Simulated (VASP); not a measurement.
Crystal: CO2.

```
C O
1.0
     5.71322    0.00000    0.00000
     0.00000    5.71322    0.00000
     0.00000    0.00000    5.71322
C O
4 8
Direct
  0.00000 0.00000 0.00000
  0.50000 0.00000 0.50000
  0.50000 0.50000 0.00000
  0.00000 0.50000 0.50000
  0.11812 0.11812 0.11812
  0.38188 0.88188 0.61812
  0.61812 0.38188 0.88188
  0.88188 0.61812 0.38188
  0.88188 0.88188 0.88188
  0.61812 0.11812 0.38188
  0.38188 0.61812 0.11812
  0.11812 0.38188 0.61812
```

* Program: VASP 6.6.1
* Task: relaxation of cell and atoms
* Functional: PBE
* Dispersion: D3(BJ)
* Potentials or basis: VASP PAW PBE potentials, release 64 (C, O)
* Cutoff: 600 eV
* k mesh: 4 × 4 × 4
* Occupations: gaussian, width 0.01 eV
* Spin: no spin polarisation

At the start: pressure 1.2 GPa; volume 15.54 Å³/atom.

How do energy, volume and symmetry change on relaxing?

Over 11 steps the energy falls by 2.1 meV/atom and the volume is 14.75 Å³/atom (-5.1 %); space group Pa-3 (No. 205, to 0.1 Å) before and after.

Step by step:
```tsv
step	energy change (eV)	largest force (eV/Å)	pressure (GPa)	volume (Å³)
1	0.0000	0.6086	1.25	186.48
2	0.3500	2.8216	-7.93	189.77
3	-0.0128	0.0129	-0.34	186.98
4	-0.0128	0.0256	-0.30	186.97
5	-0.0142	0.0242	-0.29	186.34
6	-0.0180	0.0225	-0.24	184.47
7	-0.0233	0.0225	-0.11	180.76
8	-0.0234	0.0409	0.29	173.49
9	-0.0253	0.0371	0.10	177.01
10	-0.0031	0.7457	-2.07	176.72
11	-0.0253	0.0008	0.00	177.00
```

Final structure:
```
C O
1.0
     5.61466    0.00000    0.00000
     0.00000    5.61466    0.00000
     0.00000    0.00000    5.61466
C O
4 8
Direct
  0.00000 0.00000 0.00000
  0.50000 0.00000 0.50000
  0.50000 0.50000 0.00000
  0.00000 0.50000 0.50000
  0.12074 0.12074 0.12074
  0.37926 0.87926 0.62074
  0.62074 0.37926 0.87926
  0.87926 0.62074 0.37926
  0.87926 0.87926 0.87926
  0.62074 0.12074 0.37926
  0.37926 0.62074 0.12074
  0.12074 0.37926 0.62074
```
